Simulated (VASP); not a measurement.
A run of VASP 6.6.1 is set up as follows.

INCAR

```
SYSTEM = BeTlH3
ALGO     = Normal         ! electronic algorithm
EDIFF    = 1E-6           ! SCF threshold, eV
ENCUT    = 520            ! plane-wave cutoff, eV
GGA      = PS             ! functional
ISIF     = 2              ! what is computed and relaxed
ISMEAR   = -1             ! smearing method
LASPH    = .True.         ! aspherical terms in the spheres
LCHARG   = .True.         ! write CHGCAR
LELF     = .True.         ! ELF
LREAL    = .False.        ! projectors in reciprocal space
LVHAR    = .True.       
LWAVE    = .False.        ! write WAVECAR
NBANDS   = 29             ! bands
NELM     = 100            ! most SCF steps
PREC     = Accurate       ! precision mode
SIGMA    = 0.05           ! smearing width, eV
```

KPOINTS

```
k-points
0
Gamma
  4 2 4
  0 0 0
```

POSCAR

```
BeTlH3
1.0
    4.1765677587      0.4410665846      1.0656376760
    0.8381979945      7.7299137209      0.7968138611
    1.0306475532      0.4027940999      4.5312203572
Be Tl H
2 2 6
Direct
    0.2208680969     -0.3090076223      0.0431294315
    0.0232754420      0.4655842305      0.0978710912
    0.4279417051      0.2238284538      0.4399187141
    0.9960960529      0.8442875072      0.5140612748
   -0.1992185933      0.3944951241      0.4161879092
    0.8094097356      0.0151231282      0.7876806545
    0.0980876590      0.3679296474     -0.1572436272
    0.4346573483      0.7871722976      0.7489733651
    0.3540402700      0.5025389783      0.0877602882
   -0.0999963695      0.6609480452      0.0354515531
```

Potentials or basis: VASP PAW PBE potentials, release 64 (Be, Tl_d, H).

Run with:

```sh
$ cat potpaw_PBE.64/Be/POTCAR potpaw_PBE.64/Tl_d/POTCAR potpaw_PBE.64/H/POTCAR > POTCAR
$ mpirun -np 1 vasp_std > vasp.out
```

Question: What does it give for the band gap on the k mesh?

Answer: 1.45 eV, indirect (least direct gap 2.36 eV).

Question: Predict the largest force.

Answer: 0.030 eV/Å.

Question: Estimate the pressure.

Answer: -0.1 GPa.

Forces on the atoms (eV/Å):
```
Be   0.009  0.022  0.019
Be  -0.006 -0.011  0.000
Tl   0.001 -0.002 -0.002
Tl   0.002 -0.002 -0.010
H   -0.005 -0.004  0.008
H   -0.001 -0.004 -0.001
H   -0.001 -0.003 -0.007
H    0.007  0.007 -0.006
H    0.011 -0.007  0.004
H   -0.017  0.004 -0.006
```

Caveat: the PAW data sets were made with another functional, which shifts forces and pressure a little; spin-orbit coupling is left out, which moves the levels of the heavy elements. A k mesh can miss the band edges.
